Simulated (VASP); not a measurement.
# BaTiO3 (P4mm) in VASP: a series of runs, part 2 of 2

VASP 6.6.1.

## Step 4: Relaxation of cell and atoms, r2SCAN+U, target pressure 4 GPa, at which the enthalpy is minimised

This run uses another cell than the first one, of 12.54 Å³/atom.

Input file POSCAR:

```
BaTiO3
1.0
    3.9622513897      0.0000000000      0.0000000000
    0.0000000000      3.9622513897      0.0000000000
    0.0000000000      0.0000000000      3.9942592472
Ba Ti O
1 1 3
Direct
    0.5000000000      0.5000000000      0.5776388131
    0.0000000000      0.0000000000      0.0874837778
    0.0000000000      0.5000000000      0.0674456927
    0.5000000000      0.0000000000      0.0674456927
    0.0000000000      0.0000000000      0.5599830137
```

Input file INCAR.step1:

```
SYSTEM = BaTiO3
PREC     = Accurate       ! precision mode
ENCUT    = 600            ! plane-wave cutoff, eV
ISMEAR   = 0              ! smearing method
SIGMA    = 0.02           ! smearing width, eV
LREAL    = .False.        ! projectors in reciprocal space
LASPH    = .True.         ! aspherical terms in the spheres
NELM     = 150            ! most SCF steps
LMAXMIX  = 4              ! l up to which the mixer works
LDAU     = .True.         ! DFT+U
LDAUTYPE = 2            
LDAUL    = -1 2 -1        ! shell
LDAUU    = 0 4 0          ! U, eV
LDAUJ    = 0 0 0        
GGA      = PE             ! functional
ALGO     = Normal         ! electronic algorithm
EDIFF    = 1E-4           ! SCF threshold, eV
LWAVE    = .True.         ! write WAVECAR
LCHARG   = .False.        ! write CHGCAR
```

Input file INCAR.step2:

```
SYSTEM = BaTiO3
PREC     = Accurate       ! precision mode
ENCUT    = 600            ! plane-wave cutoff, eV
EDIFF    = 1E-6           ! SCF threshold, eV
ISMEAR   = 0              ! smearing method
SIGMA    = 0.02           ! smearing width, eV
LREAL    = .False.        ! projectors in reciprocal space
LASPH    = .True.         ! aspherical terms in the spheres
NELM     = 150            ! most SCF steps
ALGO     = Normal         ! electronic algorithm
ISIF     = 3              ! what is computed and relaxed
LWAVE    = .False.        ! write WAVECAR
LCHARG   = .False.        ! write CHGCAR
LMAXMIX  = 4              ! l up to which the mixer works
LDAU     = .True.         ! DFT+U
LDAUTYPE = 2            
LDAUL    = -1 2 -1        ! shell
LDAUU    = 0 4 0          ! U, eV
LDAUJ    = 0 0 0        
LDAUPRINT= 1            
METAGGA  = R2SCAN         ! meta-GGA
LMIXTAU  = .True.       
IBRION   = 2              ! ionic algorithm
NSW      = 70             ! ionic steps
EDIFFG   = -0.008         ! ionic threshold
PSTRESS  = 40.0         
ISTART   = 1
```

Input file KPOINTS:

```
Automatic mesh
0
Gamma
  6 6 6
  0 0 0
```

Potentials or basis: VASP PAW PBE potentials, release 64 (Ba_sv, Ti_sv, O).

Run with:

```bash
$ cat potpaw_PBE.64/Ba_sv/POTCAR potpaw_PBE.64/Ti_sv/POTCAR potpaw_PBE.64/O/POTCAR > POTCAR
$ cp INCAR.step1 INCAR
$ mpirun -np 1 vasp_std > vasp.out
$ cp INCAR.step2 INCAR
$ mpirun -np 1 vasp_std > vasp.out
```

It took 42 min on 1 thread of Oxide Virtual Turin-like, shared host; peak memory 0.23 GiB.

The run converged. Its results:

* Free energy: -71.6646 eV
* Relaxed volume: 12.82 Å³/atom
* Relaxed cell: a = 4.002 Å, b = 4.002 Å, c = 4.002 Å, α = 90.00°, β = 90.00°, γ = 90.00°
* Space group after relaxing (to 0.1 Å): Pm-3m (No. 221)
* Energy change on relaxing (the run minimises the enthalpy): -16.4 meV/atom
* Ionic steps: 12
* Pressure after relaxing: 4.0 GPa
* Band gap on the k mesh: 2.67 eV (least direct gap 2.86 eV)

Forces on the atoms (eV/Å):
```
Ba   0.000  0.000  0.003
Ti   0.000  0.000 -0.002
O    0.000  0.000 -0.001
O    0.000  0.000 -0.001
O    0.000  0.000  0.001
```

The path:
```csv
step,energy change (eV),largest force (eV/Å),pressure (GPa),volume (Å³)
1,0.0000,0.5698,9.35,62.71
2,-0.0852,0.0960,-2.55,66.59
3,-0.0781,0.2464,3.48,64.45
4,-0.0788,0.1780,3.77,64.27
5,-0.0728,0.1081,4.82,63.83
6,-0.0845,0.0817,3.57,64.25
7,-0.0822,0.0882,3.86,64.15
8,-0.0819,0.0490,3.98,64.10
9,-0.0813,0.0213,4.07,64.07
10,-0.0827,0.0083,3.92,64.13
11,-0.0826,0.0108,3.94,64.12
12,-0.0819,0.0026,3.99,64.09
```

Final structure:
```
Ba Ti O
1.0
     4.00182    0.00000    0.00000
     0.00000    4.00182    0.00000
     0.00000    0.00000    4.00227
Ba Ti O
1 1 3
Cartesian
  2.0009 2.0009 2.2892
  0.0000 0.0000 0.2878
  4.0018 2.0009 0.2883
  2.0009 0.0000 0.2883
  4.0018 0.0000 2.2894
```

Levels at points of the mesh, in eV from the valence-band top:
```tsv
k point	band 17	band 18	band 19	band 20	band 21	band 22	band 23	band 24
(0.00, 0.00, 0.00)	-1.14	-0.20	-0.20	-0.20	2.67	2.67	2.67	4.24
(0.50, 0.00, 0.00)	-1.74	-1.74	-0.82	-0.82	2.85	4.25	4.35	4.35
(0.50, 0.50, 0.00)	-1.94	-0.90	-0.90	-0.09	4.37	4.37	4.82	5.11
(0.00, 0.00, 0.50)	-1.74	-1.74	-0.82	-0.82	2.85	4.25	4.35	4.35
(0.50, 0.00, 0.50)	-1.94	-0.90	-0.90	-0.09	4.37	4.37	4.82	5.11
(0.50, 0.50, 0.50)	-2.33	0.00	0.00	0.00	5.05	5.05	5.05	7.35
```

Eigenvalues of the final occupation matrices:
```tsv
site	spin	trace	eigenvalues
site 2 d	1	0.75	0.10 0.10 0.10 0.23 0.23
site 2 d	2	0.75	0.10 0.10 0.10 0.23 0.23
```

Caveat: the cell is relaxed towards a set pressure, so the run minimises the enthalpy, not the energy; the PAW data sets were made with another functional, which shifts forces and pressure a little; spin-orbit coupling is left out, which moves the levels of the heavy elements. A k mesh can miss the band edges.

## Step 5: Overview

| task | potentials or basis | cell | cutoff (eV) | gap on the mesh (eV) | pressure (GPa) | largest force (eV/Å) |
| --- | --- | --- | --- | --- | --- | --- |
| single point | VASP PAW PBE potentials, release 64 (Ba_sv, Ti_sv, O_h) | a = 4.001, b = 4.001, c = 4.070 Å, 5 atoms, atomic positions A | 910 | 2.70 | 2.6 | 0.54 |
| single point | VASP PAW PBE potentials, release 64 (Ba_sv, Ti_sv, O_h) | a = 3.997, b = 3.997, c = 4.045 Å, 5 atoms, atomic positions B | 910 | 2.71 | 3.6 | 0.47 |
| relaxation of cell and atoms | VASP PAW PBE potentials, release 64 (Ba_sv, Ti_sv, O) | relaxed to 4 GPa from a = 3.962, b = 3.962, c = 3.994 Å, 5 atoms, atomic positions C | 600 | 2.67 | 4.0 | - |

Alike in all rows: level r2SCAN+U; no spin polarisation; Ti d U = 4.0 eV; k mesh 6 × 6 × 6; smearing gaussian 0.02 eV.

Caveats: the PAW data sets were made with another functional, which shifts forces and pressure a little; spin-orbit coupling is left out, which moves the levels of the heavy elements; the cutoff is under 1.25 times the usual one of these potentials, so pressure, stress and relaxed cells hold a basis-set (Pulay) error (at least some runs); the cell stands under pressure (at least some runs); the cell is relaxed towards a set pressure, so the run minimises the enthalpy, not the energy (at least some runs).

Total energies depend on the potentials used, so only differences within one code and one set of settings carry meaning.
